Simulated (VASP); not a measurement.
# MnO (Fm-3m) in VASP: single point with LDA+U

Aim: the single point of MnO with LDA+U.

Program: VASP 6.6.1. These are calculated values, not measurements. Logs are shortened: lines on timing, memory, paths and dates and some standing lists are left out, and cuts for length are marked.

## 1. The cell of the first run

It takes space group Fm-3m (No. 225, cubic). The conventional cell has a = 4.410 Å, b = 4.410 Å, c = 4.410 Å, α = 90.00°, β = 90.00°, γ = 90.00°. Within 2.9 Å of Mn (site symmetry m-3m) lie 6 O at 2.21 Å. O (site symmetry m-3m) has 6 Mn at 2.21 Å within 2.9 Å.

## 2. Single point, LDA+U, collinear spin, ferromagnetic start

INCAR reads:

```
SYSTEM = MnO
  PREC = Accurate
  ENCUT = 520
  EDIFF = 1E-6
  ISMEAR = -1
  SIGMA = 0.03
  LREAL = .False.
  LASPH = .True.
  NELM = 150
  ALGO = Normal
  ISIF = 2
  LWAVE = .False.
  LCHARG = .False.
  ISPIN = 2
  MAGMOM = 4.5 0
  LORBIT = 11
  LMAXMIX = 4
  LDAU = .True.
  LDAUTYPE = 2
  LDAUL = 2 -1
  LDAUU = 6.4 0
  LDAUJ = 0 0
  LDAUPRINT = 1
  NBANDS = 20
```

KPOINTS reads:

```
Automatic mesh
0
Gamma
  8 8 8
  0 0 0
```

POSCAR reads:

```
MnO
1.0
    0.0000000000      2.2050000000      2.2050000000
    2.2050000000      0.0000000000      2.2050000000
    2.2050000000      2.2050000000      0.0000000000
Mn O
1 1
Direct
    0.0000000000      0.0000000000      0.0000000000
    0.5000000000      0.5000000000      0.5000000000
```

Potentials or basis: VASP PAW LDA potentials, release 64 (Mn_pv, O).

Launch:

```console
$ cat potpaw_LDA.64/Mn_pv/POTCAR potpaw_LDA.64/O/POTCAR > POTCAR
$ mpirun -np 1 vasp_std > vasp.out
```

OUTCAR:

```text
SYSTEM = MnO
   PREC = Accurate
   ENCUT = 520
   EDIFF = 1E-6
   ISMEAR = -1
   LREAL = .False.
   LASPH = .True.
   NELM = 150
   ISIF = 2
   ISPIN = 2
   LORBIT = 11

 ion  position               nearest neighbor table
   1  0.000  0.000  0.000-   2 2.21   2 2.21   2 2.21   2 2.21   2 2.21   2 2.21
   2  0.500  0.500  0.500-   1 2.21   1 2.21   1 2.21   1 2.21   1 2.21   1 2.21

  LATTYP: Found a face centered cubic cell.
 ALAT       =     4.4100000000

  Lattice vectors:

 A1 = (   0.0000000000,   2.2050000000,   2.2050000000)
 A2 = (   2.2050000000,   0.0000000000,   2.2050000000)
 A3 = (   2.2050000000,   2.2050000000,   0.0000000000)

Analysis of symmetry for initial positions (statically):
=====================================================================
 Subroutine PRICEL returns:
 Original cell was already a primitive cell.

 Routine SETGRP: Setting up the symmetry group for a
 face centered cubic supercell.

 Subroutine GETGRP returns: Found 48 space group operations
 (whereof 48 operations were pure point group operations)
 out of a pool of 48 trial point group operations.

The static configuration has the point symmetry O_h .

Analysis of symmetry for dynamics (positions and initial velocities):
=====================================================================
 Subroutine PRICEL returns:
 Original cell was already a primitive cell.

 Routine SETGRP: Setting up the symmetry group for a
 face centered cubic supercell.

 Subroutine GETGRP returns: Found 48 space group operations
 (whereof 48 operations were pure point group operations)
 out of a pool of 48 trial point group operations.

The dynamic configuration has the point symmetry O_h .

Analysis of structural, dynamic, and magnetic symmetry:
=====================================================================
 Subroutine PRICEL returns:
 Original cell was already a primitive cell.

 Routine SETGRP: Setting up the symmetry group for a
 face centered cubic supercell.

 Subroutine GETGRP returns: Found 48 space group operations
 (whereof 48 operations were pure point group operations)
 out of a pool of 48 trial point group operations.

The overall configuration has the point symmetry O_h .

 Subroutine INISYM returns: Found 48 space group operations
 (whereof 48 operations are pure point group operations),
 and found     1 'primitive' translations

----------------------------------------------------------------------------------------

                                     Primitive cell

  volume of cell :      21.4415

  direct lattice vectors                    reciprocal lattice vectors
     0.000000000  2.205000000  2.205000000    -0.226757370  0.226757370  0.226757370
     2.205000000  0.000000000  2.205000000     0.226757370 -0.226757370  0.226757370
     2.205000000  2.205000000  0.000000000     0.226757370  0.226757370 -0.226757370

  length of vectors
     3.118340905  3.118340905  3.118340905     0.392755285  0.392755285  0.392755285

  position of ions in fractional coordinates (direct lattice)
     0.000000000  0.000000000  0.000000000
     0.500000000  0.500000000  0.500000000

  ion indices of the primitive-cell ions
   primitive index   ion index
                 1           1
                 2           2

----------------------------------------------------------------------------------------

 KPOINTS: Automatic mesh

Automatic generation of k-mesh.
 Grid dimensions read from file:
 generate k-points for:    8    8    8

 Generating k-lattice:

  Cartesian coordinates                     Fractional coordinates (reciprocal lattice)
    -0.028344671  0.028344671  0.028344671     0.125000000  0.000000000  0.000000000
     0.028344671 -0.028344671  0.028344671     0.000000000  0.125000000  0.000000000
     0.028344671  0.028344671 -0.028344671     0.000000000  0.000000000  0.125000000

  Length of vectors
     0.049094411  0.049094411  0.049094411

  Shift w.r.t. Gamma in fractional coordinates (k-lattice)
     0.000000000  0.000000000  0.000000000

 Subroutine IBZKPT returns following result:
 ===========================================

 Found     29 irreducible k-points:

 Following reciprocal coordinates:
            Coordinates               Weight
  0.000000  0.000000  0.000000      1.000000
  0.125000  0.000000  0.000000      8.000000
  0.250000  0.000000  0.000000      8.000000
  0.375000  0.000000  0.000000      8.000000
  0.500000  0.000000  0.000000      4.000000
  0.125000  0.125000  0.000000      6.000000
[... 16 lines left out ...]
  0.500000  0.250000  0.125000     48.000000
 -0.375000  0.250000  0.125000     24.000000
 [... further k-points ...]
   k-points           NKPTS =     29   k-points in BZ     NKDIM =     29   number of bands    NBANDS=     20
   number of dos      NEDOS =    301   number of ions     NIONS =      2
   total plane-waves  NPLWV =  13824
   dimension x,y,z NGX =    24 NGY =   24 NGZ =   24
   dimension x,y,z NGXF=    48 NGYF=   48 NGZF=   48
   ions per type =               1   1
   NGX,Y,Z   is equivalent  to a cutoff of  12.79, 12.79, 12.79 a.u.
   NGXF,Y,Z  is equivalent  to a cutoff of  25.59, 25.59, 25.59 a.u.
 SYSTEM =  MnO
   PREC   = accura    normal or accurate (medium, high low for compatibility)
   ISTART =      0    job   : 0-new  1-cont  2-samecut
   ICHARG =      2    charge: 1-file 2-atom 10-const
   ISPIN  =      2    spin polarized calculation?
   LNONCOLLINEAR =      F non collinear calculations
   LSORBIT =      F    spin-orbit coupling
   LASPH  =      T    aspherical Exc in radial PAW
   ENCUT  =  520.0 eV  38.22 Ry    6.18 a.u.   5.80  5.80  5.80*2*pi/ulx,y,z
   NELM   =    150;   NELMIN=  2; NELMDL= -5     # of ELM steps
   EDIFF  = 0.1E-05   stopping-criterion for ELM
   LREAL  =      F    real-space projection
   EDIFFG = 0.1E-04   stopping-criterion for IOM
   NSW    =      0    number of steps for IOM
   IBRION =     -1    ionic relax: 0-MD 1-quasi-New 2-CG
   NFREE  =      0    steps in history (QN), initial steepest desc. (CG)
   ISIF   =      2    stress and relaxation
   ISYM   =      2    0-nonsym 1-usesym 2-fastsym
   POTIM  = 0.5000    time-step for ionic-motion
   TEBEG  =    0.0;   TEEND  =   0.0 temperature during run
   PSTRESS=    0.0 pullay stress
   NELECT =      19.0000    total number of electrons
   NUPDOWN=      -1.0000    fix difference up-down
   EMIN   =  10.00;   EMAX   =-10.00  energy-range for DOS
   EFERMI =   0.00;   METHOD = LEGACY
   ISMEAR =    -1;   SIGMA  =   0.03  broadening in eV -4-tet -1-fermi 0-gaus
   EFERMI_NEDOS =   21; number of points for ismear=-14 and -15
   IALGO  =     38    algorithm
   IMIX   =      4    mixing-type and parameters
     AMIX     =   0.40;   BMIX     =  1.00
     AMIX_MAG =   1.60;   BMIX_MAG =  1.00
  volume/ion in A,a.u.               =      10.72        72.35
  Fermi-wavevector in a.u.,A,eV,Ry     =   1.572440  2.971481 33.641327  2.472568
  Thomas-Fermi vector in A             =   2.673874
   LORBIT       =     11    0 simple, 1 ext, 2 COOP (PROOUT), +10 PAW based schemes
 LDA+U is selected, type is set to LDAUTYPE =  2
   angular momentum for each species LDAUL =     2   -1
   U (eV)           for each species LDAUU =   6.4  0.0
   J (eV)           for each species LDAUJ =   0.0  0.0
   GGA     = CA    functional components
   LHFCALC =     F    Hartree Fock is set to
   AEXX    =    0.0000 exact exchange contribution
   IVDW    =     0    specifies the selected vdW correction
   LEPSILON=     F    determine dielectric tensor
   LRPA    =     F    only Hartree local field effects (RPA)
 spin polarized calculation
  energy-cutoff  :      520.00
  volume of cell :       21.44
 maximum number of plane-waves:       589
   NGX = 11   NGY = 11   NGZ = 11

atom =   1  type =  1  l = 2

 onsite density matrix

spin component  1

  0.9456 -0.0000  0.0000  0.0000  0.0000
 -0.0000  0.9456  0.0000  0.0000 -0.0000
  0.0000  0.0000  0.9850  0.0000 -0.0000
  0.0000  0.0000  0.0000  0.9456 -0.0000
  0.0000 -0.0000 -0.0000 -0.0000  0.9850

spin component  2

  0.0181  0.0000 -0.0000 -0.0000 -0.0000
  0.0000  0.0181 -0.0000 -0.0000 -0.0000
 -0.0000 -0.0000  0.0690 -0.0000  0.0000
 -0.0000 -0.0000 -0.0000  0.0181 -0.0000
 -0.0000 -0.0000  0.0000 -0.0000  0.0690

 occupancies and eigenvectors

  o =  0.0181  v =  0.0000  0.0000  0.0000  0.0000  0.0000 -0.0005 -0.0052 -0.0000 -1.0000 -0.0000      0.0000  0.0000  0.0000  0.0000  0.0000  0.0000  0.0000  0.0000  0.0000  0.0000
  o =  0.0181  v =  0.0000  0.0000  0.0000  0.0000  0.0000  0.0016 -1.0000  0.0000  0.0052 -0.0000      0.0000  0.0000  0.0000  0.0000  0.0000  0.0000  0.0000  0.0000  0.0000  0.0000
  o =  0.0181  v =  0.0000  0.0000  0.0000  0.0000  0.0000  1.0000  0.0016  0.0000 -0.0005  0.0000      0.0000  0.0000  0.0000  0.0000  0.0000  0.0000  0.0000  0.0000  0.0000  0.0000
  o =  0.0690  v =  0.0000  0.0000  0.0000  0.0000  0.0000  0.0000 -0.0000 -0.9999  0.0000  0.0129      0.0000  0.0000  0.0000  0.0000  0.0000  0.0000  0.0000  0.0000  0.0000  0.0000
  o =  0.0690  v =  0.0000  0.0000  0.0000  0.0000  0.0000 -0.0000 -0.0000  0.0129  0.0000  0.9999      0.0000  0.0000  0.0000  0.0000  0.0000  0.0000  0.0000  0.0000  0.0000  0.0000
  o =  0.9456  v =  0.0000  0.7715  0.0000  0.6362  0.0000  0.0000  0.0000  0.0000  0.0000  0.0000      0.0000  0.0000  0.0000  0.0000  0.0000  0.0000  0.0000  0.0000  0.0000  0.0000
  o =  0.9456  v =  1.0000  0.0000  0.0000  0.0000  0.0000  0.0000  0.0000  0.0000  0.0000  0.0000      0.0000  0.0000  0.0000  0.0000  0.0000  0.0000  0.0000  0.0000  0.0000  0.0000
  o =  0.9456  v =  0.0000 -0.6362 -0.0000  0.7715 -0.0000  0.0000  0.0000  0.0000  0.0000  0.0000      0.0000  0.0000  0.0000  0.0000  0.0000  0.0000  0.0000  0.0000  0.0000  0.0000
  o =  0.9850  v =  0.0000 -0.0000  0.0168  0.0000  0.9999  0.0000  0.0000  0.0000  0.0000  0.0000      0.0000  0.0000  0.0000  0.0000  0.0000  0.0000  0.0000  0.0000  0.0000  0.0000
  o =  0.9850  v =  0.0000  0.0000 -0.9999 -0.0000  0.0168  0.0000  0.0000  0.0000  0.0000  0.0000      0.0000  0.0000  0.0000  0.0000  0.0000  0.0000  0.0000  0.0000  0.0000  0.0000

 number of electron      18.9999997 magnetization       5.0000350

 Free energy of the ion-electron system (eV)
  ---------------------------------------------------
  ext. energy  EPLUGINS =         0.00000000
  ---------------------------------------------------
  free energy    TOTEN  =       -16.02945509 eV

  energy without entropy =      -16.02945507  energy(sigma->0) =      -16.02945508

 E-fermi :   6.9957     XC(G=0): -12.4546

 val. band max:        6.5777781642   @ k =   0.5000   0.0000   0.0000
 cond. band min:       7.3412181836   @ k =   0.0000   0.0000   0.0000
 fundamental gap:      0.7634400194
 Fermi energy:         6.9957389158

 spin component 1

 k-point     1 :       0.0000    0.0000    0.0000
  band No.  band energies     occupation
      1     -42.2435      1.00000
      2     -42.2435      1.00000
      3     -42.2435      1.00000
      4     -12.3075      1.00000
      5       1.8132      1.00000
      6       1.8132      1.00000
[... 12 lines left out ...]
     19      27.5570      0.00000
     20      27.5570      0.00000
[... 507 lines left out ...]
 k-point    24 :      -0.3750    0.2500    0.1250
  band No.  band energies     occupation
      1     -42.3074      1.00000
      2     -42.2720      1.00000
      3     -42.2595      1.00000
      4     -11.1964      1.00000
      5      -0.6642      1.00000
      6       0.2076      1.00000
[... 12 lines left out ...]
     19      30.8250      0.00000
     20      32.3398      0.00000

 [... further k-points ...]

 spin component 2

 k-point     1 :       0.0000    0.0000    0.0000
  band No.  band energies     occupation
      1     -37.6638      1.00000
      2     -37.6638      1.00000
      3     -37.6638      1.00000
      4     -11.9039      1.00000
      5       4.4215      1.00000
      6       4.4215      1.00000
[... 12 lines left out ...]
     19      29.4787      0.00000
     20      29.4787      0.00000
[... 507 lines left out ...]
 k-point    24 :      -0.3750    0.2500    0.1250
  band No.  band energies     occupation
      1     -37.7463      1.00000
      2     -37.6997      1.00000
      3     -37.6836      1.00000
      4     -10.7406      1.00000
      5       0.9086      1.00000
      6       2.5939      1.00000
[... 12 lines left out ...]
     19      33.1403      0.00000
     20      33.2860      0.00000

 [... further k-points ...]
[... 5 lines left out ...]
  --------------------------------------------------------------------------------------
  -------------------------------------------------------------------------------------
  Total        0.0324765      0.0324765      0.0324765      0.0000000     -0.0000000     -0.0000000
  in kB        2.4267407      2.4267407      2.4267407      0.0000000     -0.0000000     -0.0000000
  external PRESSURE =       2.4267407 kB  Pullay stress =       0.0000000 kB

 VOLUME and BASIS-vectors are now :
 -----------------------------------------------------------------------------
  energy-cutoff  :      520.00
  volume of cell :       21.44
      direct lattice vectors                 reciprocal lattice vectors
     0.000000000  2.205000000  2.205000000    -0.226757370  0.226757370  0.226757370
     2.205000000  0.000000000  2.205000000     0.226757370 -0.226757370  0.226757370
     2.205000000  2.205000000  0.000000000     0.226757370  0.226757370 -0.226757370

 POSITION                                       TOTAL-FORCE (eV/Angst)
 -----------------------------------------------------------------------------------
      0.00000      0.00000      0.00000         0.000000     -0.000000      0.000000
      2.20500      2.20500      2.20500        -0.000000      0.000000     -0.000000
 -----------------------------------------------------------------------------------
    total drift:                                0.000000     -0.000000     -0.000000

  FREE ENERGIE OF THE ION-ELECTRON SYSTEM (eV)
  ---------------------------------------------------
  free  energy   TOTEN  =       -16.0294550911 eV

  energy  without entropy=      -16.0294550747  energy(sigma->0) =      -16.02945508

 total charge

# of ion       s       p       d       tot
------------------------------------------
    1        0.221   6.200   4.978  11.399
    2        1.541   3.453   0.000   4.994
--------------------------------------------------
tot          1.762   9.653   4.978  16.394

 magnetization (x)

# of ion       s       p       d       tot
------------------------------------------
    1        0.027   0.022   4.604   4.653
    2        0.019   0.113   0.000   0.132
--------------------------------------------------
tot          0.046   0.135   4.604   4.785
```

It took 14 s on 1 thread of Intel Xeon 6975P-C, shared host; peak memory 0.14 GiB.

What came out:

| Property | Result |
| --- | --- |
| Free energy | -16.0295 eV |
| Pressure | 0.2 GPa |
| Band gap on the k mesh | 0.76 eV, indirect (least direct gap 2.92 eV) |
| Net moment | 5.00 μB per cell |
| Site moments | Mn +4.65; O +0.13 μB |
| Valence electrons inside the program's atomic spheres | Mn 11.40; O 4.99 |

Levels at points of the mesh, in eV from the valence-band top:
Spin up:
```
           k point  band 8  band 9  band 10  band 11  band 12  band 13  band 14  band 15  band 16  band 17
(0.00, 0.00, 0.00)   -4.55   -4.55    -2.51    -2.51    -2.51     0.76    14.92    16.25    16.25    16.25
(0.50, 0.00, 0.00)   -3.95   -3.95    -2.84     0.00     0.00     4.52     8.99    12.87    12.87    19.00
(0.50, 0.50, 0.00)   -3.68   -3.68    -3.63    -3.63    -3.55     6.08     9.11    10.34    14.89    14.89
```
Spin down:
| k point | band 3 | band 4 | band 5 | band 6 | band 7 | band 8 | band 9 | band 10 | band 11 | band 12 |
| --- | --- | --- | --- | --- | --- | --- | --- | --- | --- | --- |
| (0.00, 0.00, 0.00) | -44.24 | -18.48 | -2.16 | -2.16 | -2.16 | 1.85 | 4.14 | 4.14 | 4.14 | 4.83 |
| (0.50, 0.00, 0.00) | -44.25 | -17.38 | -6.30 | -3.30 | -3.30 | 5.25 | 5.48 | 5.71 | 5.71 | 7.04 |
| (0.50, 0.50, 0.00) | -44.28 | -17.34 | -5.42 | -3.20 | -3.20 | 1.97 | 5.56 | 5.56 | 6.33 | 6.33 |

Eigenvalues of the final occupation matrices:
| site | spin | trace | eigenvalues |
| --- | --- | --- | --- |
| site 1 d | 1 | 4.81 | 0.95 0.95 0.95 0.98 0.98 |
| site 1 d | 2 | 0.19 | 0.02 0.02 0.02 0.07 0.07 |

Caveat: a cell with one magnetic atom can't hold antiferromagnetic order, which such compounds often take.
